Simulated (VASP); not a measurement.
Wanted: the native input for a VASP 6.6.1 run.

```
Task                   : single point
Functional             : PBE
Potentials or basis    : VASP PAW PBE potentials, release 64 (B, N)
Cutoff                 : 520 eV
k mesh                 : 12 × 12 × 6
Occupations            : gaussian, width 0.02 eV
Spin                   : no spin polarisation
Dipole correction      : no
Further INCAR settings : ALGO = Normal; EDIFF = 1e-06; NBANDS = 16
```

The structure of BN lies in POSCAR:

```
BN
1.0
    2.5285823421      0.0000000000      0.0000000000
   -1.2642911711      2.1898165438      0.0000000000
    0.0000000000      0.0000000000      4.1824753462
B N
2 2
Direct
    0.6666666667      0.3333333333      0.9996996154
    0.3333333333      0.6666666667      0.4996996154
    0.6666666667      0.3333333333      0.6253003846
    0.3333333333      0.6666666667      0.1253003846
```

This cell differs from its parent crystal: volume scaled by 0.97, then relaxed in part.

These files were run (other wordings do the same):

INCAR

```
SYSTEM = BN
PREC     = Accurate       ! precision mode
ENCUT    = 520            ! plane-wave cutoff, eV
EDIFF    = 1E-6           ! SCF threshold, eV
ISMEAR   = 0              ! smearing method
SIGMA    = 0.02           ! smearing width, eV
LREAL    = .False.        ! projectors in reciprocal space
LASPH    = .True.         ! aspherical terms in the spheres
NELM     = 100            ! most SCF steps
ALGO     = Normal         ! electronic algorithm
ISIF     = 2              ! what is computed and relaxed
LWAVE    = .False.        ! write WAVECAR
LCHARG   = .True.         ! write CHGCAR
GGA      = PE             ! functional
LELF     = .True.         ! ELF
LVHAR    = .True.       
NBANDS   = 16             ! bands
```

KPOINTS

```
regular mesh
0
Gamma
  12 12 6
  0 0 0
```

Potentials or basis: VASP PAW PBE potentials, release 64 (B, N).

Launch:

```console
$ cat potpaw_PBE.64/B/POTCAR potpaw_PBE.64/N/POTCAR > POTCAR
$ mpirun -np 1 vasp_std > vasp.out
```

Results of the run:

| Property | Result |
| --- | --- |
| Pressure | 12.3 GPa |
| Largest force | 0.003 eV/Å |
| Band gap on the k mesh | 5.15 eV, indirect (least direct gap 8.38 eV) |

Run time: 9.9 s on 1 thread of Intel(R) Xeon(R) 6975P-C (Granite Rapids) (shared host), peak memory 0.14 GiB.
